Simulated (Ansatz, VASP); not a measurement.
MnO in VASP and in Ansatz

```
Mn O
1.0
     0.00000    2.22200    2.22200
     2.22200    0.00000    2.22200
     2.22200    2.22200    0.00000
Mn O
1 1
Direct
  0.00000 0.00000 0.00000
  0.50000 0.50000 0.50000
```

Alike in both runs: task single point; functional PBE; k mesh 9 × 9 × 9; occupations fermi-dirac, width 0.05 eV; collinear spin; fixed moment 4 μB.

|  | VASP | Ansatz |
| --- | --- | --- |
| version | VASP 6.6.1 | Ansatz 0.2.0 |
| potentials or method | VASP PAW PBE potentials, release 64 (Mn_pv, O) | Ansatz PAW |
| plane-wave cutoff (eV) | 520 | 420 |
| valence electrons in the cell | 19 | 21 |

```csv
,VASP,Ansatz,Ansatz less VASP
pressure (GPa),-12.3,-12.5,-0.16
net moment per atom (μB),2.00,2.00,0.000
size of the moment on the site where the two differ most (μB),3.77,3.53,-0.241
```

Site moments also hang on the region over which each program counts them. VASP's potentials hold 19 valence electrons a cell and Ansatz's 21, so a difference there can come from the potentials and not from the codes.
